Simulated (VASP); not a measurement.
**BaHfO3: relaxation of cell and atoms with PBE**

The system is BaHfO3.

```
Ba Hf O
1.0
     4.20574    0.00000    0.00000
     0.00000    4.20574    0.00000
     0.00000    0.00000    4.20574
Ba Hf O
1 1 3
Direct
  0.50000 0.50000 0.50000
  0.00000 0.00000 0.00000
  0.00000 0.50000 0.00000
  0.00000 0.00000 0.50000
  0.50000 0.00000 0.00000
```

| Item | Value |
| --- | --- |
| Program | VASP 6.6.1 |
| Task | relaxation of cell and atoms |
| Functional | PBE |
| Potentials or basis | VASP PAW PBE potentials, release 64 (Ba_sv, Hf_pv, O) |
| Cutoff | 600 eV |
| k mesh | 6 × 6 × 6 |
| Occupations | gaussian, width 0.02 eV |
| Spin | no spin polarisation |
| Dipole correction | no |
| Further INCAR settings | ALGO = Normal; EDIFF = 1e-06; IBRION = 2; EDIFFG = -0.01; NSW = 100; ISIF = 3 |

The relaxed volume is 14.82 Å³/atom and the relaxed cell is a = 4.200 Å, b = 4.200 Å, c = 4.200 Å, α = 90.00°, β = 90.00°, γ = 90.00°. The space group after relaxing (to 0.1 Å) is Pm-3m (No. 221). The energy gained by relaxing is 0.1 meV/atom and the ionic steps are 3. The pressure after relaxing is 0.0 GPa and the band gap on the k mesh is 3.55 eV (least direct gap 3.78 eV).

Step by step:
```csv
step,energy change (eV),largest force (eV/Å),pressure (GPa),volume (Å³)
1,0.0000,0.0000,-0.67,74.39
2,0.0001,0.0000,0.66,73.72
3,-0.0007,0.0000,0.03,74.08
```

Final structure:
```
Ba Hf O
1.0
     4.19992    0.00000    0.00000
     0.00000    4.19992    0.00000
     0.00000    0.00000    4.19992
Ba Hf O
1 1 3
Direct
  0.50000 0.50000 0.50000
  0.00000 0.00000 0.00000
  0.00000 0.50000 0.00000
  0.00000 0.00000 0.50000
  0.50000 0.00000 0.00000
```

Levels at points of the mesh, in eV from the valence-band top:
```csv
k point,band 16,band 17,band 18,band 19,band 20,band 21,band 22,band 23
"(0.00, 0.00, 0.00)",-0.95,-0.24,-0.24,-0.24,3.55,3.55,3.55,4.67
"(0.50, 0.00, 0.00)",-1.69,-1.64,-0.55,-0.55,4.09,6.23,6.23,6.43
"(0.50, 0.50, 0.00)",-1.06,-0.93,-0.93,-0.08,6.13,6.13,6.48,6.83
"(0.50, 0.50, 0.50)",-2.51,0.00,0.00,0.00,5.96,5.96,5.96,7.66
```

Wall time 46 s on 1 thread of Intel(R) Xeon(R) 6975P-C (Granite Rapids), with other jobs on the host, peak memory 0.24 GiB.

Caveat: spin-orbit coupling is left out, which moves the levels of the heavy elements. A k mesh can miss the band edges.
